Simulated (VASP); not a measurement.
# Ag in VASP: a series of runs

Runs on Ag. Level: LDA. Tasks: single point.

Program: VASP 6.6.1. These are calculated values, not measurements. Logs are shortened: lines on timing, memory, paths and dates and some standing lists are left out, and cuts for length are marked.

## Step 1: The cell of the first run

Symmetry: P6_3/mmc, No. 194, hexagonal system. The conventional cell has a = 2.930 Å, b = 2.930 Å, c = 4.694 Å, α = 90.00°, β = 90.00°, γ = 120.00°. Within 3.8 Å of Ag (site symmetry -6m2) lie 12 Ag at 2.89 to 2.93 Å.

This isn't the form of Ag at room conditions, which is fcc.

## Step 2: Single point, LDA (zz strain of -2 %)

The input, INCAR:

```
ALGO = Normal ; EDIFF = 1E-6
ENCUT = 520 ; ISIF = 2
ISMEAR = -1 ; LASPH = True
LCHARG = True ; LELF = True
LREAL = False ; LVHAR = True
LWAVE = False ; NBANDS = 18
NELM = 60 ; PREC = Accurate
SIGMA = 0.05
```

The input, KPOINTS:

```
k-points
0
Gamma
  14 14 8
```

The input, POSCAR:

```
Ag
1.0
    2.9299980804      0.0000000000      0.0000000000
   -1.4649990402      2.5374527707      0.0000000000
    0.0000000000      0.0000000000      4.6942000000
Ag
2
Direct
    0.3333333333      0.6666666667      0.2500000000
    0.6666666667      0.3333333333      0.7500000000
```

Potentials or basis: VASP PAW LDA potentials, release 64 (Ag).

Launch:

```bash
$ cat potpaw_LDA.64/Ag/POTCAR > POTCAR
$ mpirun -np 1 vasp_std > vasp.out
```

OUTCAR:

```text
EDIFF = 1E-6
   ENCUT = 520
   ISIF = 2
   ISMEAR = -1
   LASPH = True
   LREAL = False
   NELM = 60
   PREC = Accurate

 ion  position               nearest neighbor table
   1  0.333  0.667  0.250-   2 2.89   2 2.89   2 2.89   2 2.89   2 2.89   2 2.89
   2  0.667  0.333  0.750-   1 2.89   1 2.89   1 2.89   1 2.89   1 2.89   1 2.89

  LATTYP: Found a hexagonal cell.
 ALAT       =     2.9299980804
 C/A-ratio  =     1.6021170906

  Lattice vectors:

 A1 = (   2.9299980804,   0.0000000000,   0.0000000000)
 A2 = (  -1.4649990402,   2.5374527707,   0.0000000000)
 A3 = (   0.0000000000,   0.0000000000,   4.6942000000)

Analysis of symmetry for initial positions (statically):
=====================================================================
 Subroutine PRICEL returns:
 Original cell was already a primitive cell.

 Routine SETGRP: Setting up the symmetry group for a
 hexagonal supercell.

 Subroutine GETGRP returns: Found 24 space group operations
 (whereof 12 operations were pure point group operations)
 out of a pool of 24 trial point group operations.

The static configuration has the point symmetry D_3d.
 The point group associated with its full space group is D_6h.

Analysis of symmetry for dynamics (positions and initial velocities):
=====================================================================
 Subroutine PRICEL returns:
 Original cell was already a primitive cell.

 Routine SETGRP: Setting up the symmetry group for a
 hexagonal supercell.

 Subroutine GETGRP returns: Found 24 space group operations
 (whereof 12 operations were pure point group operations)
 out of a pool of 24 trial point group operations.

The dynamic configuration has the point symmetry D_3d.
 The point group associated with its full space group is D_6h.

 Subroutine INISYM returns: Found 24 space group operations
 (whereof 12 operations are pure point group operations),
 and found     1 'primitive' translations

----------------------------------------------------------------------------------------

                                     Primitive cell

  volume of cell :      34.9001

  direct lattice vectors                    reciprocal lattice vectors
     2.929998080  0.000000000  0.000000000     0.341297152  0.197048003  0.000000000
    -1.464999040  2.537452771  0.000000000     0.000000000  0.394096005  0.000000000
     0.000000000  0.000000000  4.694200000     0.000000000  0.000000000  0.213028844

  length of vectors
     2.929998080  2.929998080  4.694200000     0.394096005  0.394096005  0.213028844

  position of ions in fractional coordinates (direct lattice)
     0.333333333  0.666666667  0.250000000
     0.666666667  0.333333333  0.750000000

  ion indices of the primitive-cell ions
   primitive index   ion index
                 1           1
                 2           2

----------------------------------------------------------------------------------------

 KPOINTS: k-points

Automatic generation of k-mesh.
 Grid dimensions read from file:
 generate k-points for:   14   14    8

 Generating k-lattice:

  Cartesian coordinates                     Fractional coordinates (reciprocal lattice)
     0.024378368  0.014074857  0.000000000     0.071428571  0.000000000  0.000000000
     0.000000000  0.028149715  0.000000000     0.000000000  0.071428571  0.000000000
     0.000000000  0.000000000  0.026628606     0.000000000  0.000000000  0.125000000

  Length of vectors
     0.028149715  0.028149715  0.026628606

  Shift w.r.t. Gamma in fractional coordinates (k-lattice)
     0.000000000  0.000000000  0.000000000

 Subroutine IBZKPT returns following result:
 ===========================================

 Found    120 irreducible k-points:

 Following reciprocal coordinates:
            Coordinates               Weight
  0.000000  0.000000  0.000000      1.000000
  0.071429 -0.000000  0.000000      6.000000
  0.142857 -0.000000  0.000000      6.000000
  0.214286 -0.000000  0.000000      6.000000
  0.285714  0.000000  0.000000      6.000000
  0.357143  0.000000  0.000000      6.000000
[... 16 lines left out ...]
  0.285714  0.285714  0.000000      6.000000
  0.357143  0.285714  0.000000      6.000000
 [... further k-points ...]
   k-points           NKPTS =    120   k-points in BZ     NKDIM =    120   number of bands    NBANDS=     18
   number of dos      NEDOS =    301   number of ions     NIONS =      2
   total plane-waves  NPLWV =  20736
   dimension x,y,z NGX =    24 NGY =   24 NGZ =   36
   dimension x,y,z NGXF=    48 NGYF=   48 NGZF=   72
   ions per type =               2
   NGX,Y,Z   is equivalent  to a cutoff of  13.62, 13.62, 12.75 a.u.
   NGXF,Y,Z  is equivalent  to a cutoff of  27.23, 27.23, 25.50 a.u.
 SYSTEM =  unknown system
   PREC   = accura    normal or accurate (medium, high low for compatibility)
   ISTART =      0    job   : 0-new  1-cont  2-samecut
   ICHARG =      2    charge: 1-file 2-atom 10-const
   ISPIN  =      1    spin polarized calculation?
   LNONCOLLINEAR =      F non collinear calculations
   LSORBIT =      F    spin-orbit coupling
   LASPH  =      T    aspherical Exc in radial PAW
   ENCUT  =  520.0 eV  38.22 Ry    6.18 a.u.   5.45  5.45  8.73*2*pi/ulx,y,z
   NELM   =     60;   NELMIN=  2; NELMDL= -5     # of ELM steps
   EDIFF  = 0.1E-05   stopping-criterion for ELM
   LREAL  =      F    real-space projection
   EDIFFG = 0.1E-04   stopping-criterion for IOM
   NSW    =      0    number of steps for IOM
   IBRION =     -1    ionic relax: 0-MD 1-quasi-New 2-CG
   NFREE  =      0    steps in history (QN), initial steepest desc. (CG)
   ISIF   =      2    stress and relaxation
   ISYM   =      2    0-nonsym 1-usesym 2-fastsym
   POTIM  = 0.5000    time-step for ionic-motion
   TEBEG  =    0.0;   TEEND  =   0.0 temperature during run
   PSTRESS=    0.0 pullay stress
   NELECT =      22.0000    total number of electrons
   NUPDOWN=      -1.0000    fix difference up-down
   EMIN   =  10.00;   EMAX   =-10.00  energy-range for DOS
   EFERMI =   0.00;   METHOD = LEGACY
   ISMEAR =    -1;   SIGMA  =   0.05  broadening in eV -4-tet -1-fermi 0-gaus
   EFERMI_NEDOS =   21; number of points for ismear=-14 and -15
   IALGO  =     38    algorithm
   IMIX   =      4    mixing-type and parameters
     AMIX     =   0.40;   BMIX     =  1.00
     AMIX_MAG =   1.60;   BMIX_MAG =  1.00
  volume/ion in A,a.u.               =      17.45       117.76
  Fermi-wavevector in a.u.,A,eV,Ry     =   1.403697  2.652603 26.808454  1.970366
  Thomas-Fermi vector in A             =   2.526333
   LORBIT       =      0    0 simple, 1 ext, 2 COOP (PROOUT), +10 PAW based schemes
   GGA     = CA    functional components
   LHFCALC =     F    Hartree Fock is set to
   AEXX    =    0.0000 exact exchange contribution
   IVDW    =     0    specifies the selected vdW correction
   LEPSILON=     F    determine dielectric tensor
   LRPA    =     F    only Hartree local field effects (RPA)
 non-spin polarized calculation
  energy-cutoff  :      520.00
  volume of cell :       34.90
 maximum number of plane-waves:       968
 NGX is ok and might be reduce to    24
   NGX = 11   NGY = 11   NGZ = 17

 number of electron      22.0000012 magnetization

 Free energy of the ion-electron system (eV)
  ---------------------------------------------------
  ext. energy  EPLUGINS =         0.00000000
  ---------------------------------------------------
  free energy    TOTEN  =        -7.46511740 eV

  energy without entropy =       -7.46174823  energy(sigma->0) =       -7.46343281

 E-fermi :   7.7735     XC(G=0): -12.4458

 val. band max:        7.7283193562   @ k =   0.4286   0.0714   0.2500
 cond. band min:       7.8089240293   @ k =   0.0714   0.0714   0.1250
 fundamental gap:      0.0806046731
 Fermi energy:         7.7735400490

 k-point     1 :       0.0000    0.0000    0.0000
  band No.  band energies     occupation
      1       0.1656      2.00000
      2       1.5888      2.00000
      3       3.2130      2.00000
      4       3.2328      2.00000
      5       3.2328      2.00000
      6       3.4809      2.00000
[... 10 lines left out ...]
     17      25.5345      0.00000
     18      25.6442      0.00000

 k-point     2 :       0.0714   -0.0000    0.0000
  band No.  band energies     occupation
      1       0.3021      2.00000
      2       1.6661      2.00000
      3       3.0765      2.00000
      4       3.3043      2.00000
      5       3.3628      2.00000
      6       3.4571      2.00000
[... 10 lines left out ...]
     17      25.7540      0.00000
     18      26.1393      0.00000

 k-point     3 :       0.1429   -0.0000    0.0000
  band No.  band energies     occupation
      1       0.6921      2.00000
      2       1.8602      2.00000
      3       2.9242      2.00000
      4       3.3691      2.00000
      5       3.4411      2.00000
      6       3.5101      2.00000
[... 10 lines left out ...]
     17      25.8379      0.00000
     18      26.0850      0.00000

 k-point     4 :       0.2143   -0.0000    0.0000
  band No.  band energies     occupation
      1       1.2509      2.00000
      2       2.0281      2.00000
      3       2.8713      2.00000
      4       3.0387      2.00000
      5       3.3234      2.00000
      6       3.4377      2.00000
[... 375 lines left out ...]
      4       3.0476      2.00000
      5       3.2586      2.00000
      6       3.3646      2.00000
[... 10 lines left out ...]
     17      18.7701      0.00000
     18      21.0493      0.00000

 k-point    23 :       0.2857    0.2857    0.0000
  band No.  band energies     occupation
      1       2.0407      2.00000
      2       2.4049      2.00000
      3       2.4843      2.00000
      4       3.0265      2.00000
      5       3.0532      2.00000
      6       3.3321      2.00000
[... 10 lines left out ...]
     17      19.2811      0.00000
     18      19.4194      0.00000

 k-point    24 :       0.3571    0.2857    0.0000
  band No.  band energies     occupation
      1       2.0119      2.00000
      2       2.4570      2.00000
      3       2.5154      2.00000
      4       3.0058      2.00000
      5       3.1049      2.00000
      6       3.2385      2.00000
[... 10 lines left out ...]
     17      18.2959      0.00000
     18      19.2059      0.00000

 [... further k-points ...]
[... 5 lines left out ...]
  --------------------------------------------------------------------------------------
  -------------------------------------------------------------------------------------
  Total       -2.0147308     -2.0147308     -1.7268982      0.0000000     -0.0000000      0.0000000
  in kB      -92.4912626    -92.4912626    -79.2775865      0.0000000     -0.0000000      0.0000000
  external PRESSURE =     -88.0867039 kB  Pullay stress =       0.0000000 kB

 VOLUME and BASIS-vectors are now :
 -----------------------------------------------------------------------------
  energy-cutoff  :      520.00
  volume of cell :       34.90
      direct lattice vectors                 reciprocal lattice vectors
     2.929998080  0.000000000  0.000000000     0.341297152  0.197048003  0.000000000
    -1.464999040  2.537452771  0.000000000     0.000000000  0.394096005  0.000000000
     0.000000000  0.000000000  4.694200000     0.000000000  0.000000000  0.213028844

 POSITION                                       TOTAL-FORCE (eV/Angst)
 -----------------------------------------------------------------------------------
     -0.00000      1.69164      1.17355         0.000000      0.000000      0.000000
      1.46500      0.84582      3.52065        -0.000000      0.000000      0.000000
 -----------------------------------------------------------------------------------
    total drift:                               -0.000000      0.000000     -0.000000

  FREE ENERGIE OF THE ION-ELECTRON SYSTEM (eV)
  ---------------------------------------------------
  free  energy   TOTEN  =        -7.4651173993 eV

  energy  without entropy=       -7.4617482268  energy(sigma->0) =       -7.46343281
```

Wall time 56 s (1 thread of Intel Xeon 8259CL, shared host); peak memory 0.18 GiB.

Results:

```yaml
Free_energy: -7.4651 eV
Pressure: -8.8 GPa
Band_gap_on_the_k_mesh: zero (bands 11 and 12 overlap by 6.86 eV)
```

Stress tensor (GPa, compression positive):
```
-9.25  0.00  0.00
 0.00 -9.25  0.00
 0.00  0.00 -7.93
```

Levels at points of the mesh, in eV from the Fermi level:
| k point | band 9 | band 10 | band 11 | band 12 | band 13 | band 14 |
| --- | --- | --- | --- | --- | --- | --- |
| (0.00, 0.00, 0.00) | -4.04 | -2.98 | -2.98 | -0.18 | 3.74 | 15.53 |
| (0.50, 0.00, 0.00) | -2.76 | -2.75 | 0.10 | 1.44 | 6.88 | 7.14 |
| (0.00, 0.00, 0.50) | -3.29 | -3.29 | -3.29 | -3.29 | 11.41 | 11.41 |
| (0.50, 0.00, 0.50) | -2.80 | -2.80 | 0.78 | 0.78 | 4.43 | 4.43 |

Caveat: the cell differs from its parent crystal (zz strain of -2 %); the cell stands under tension.

(Continued in part 2 of 2.)
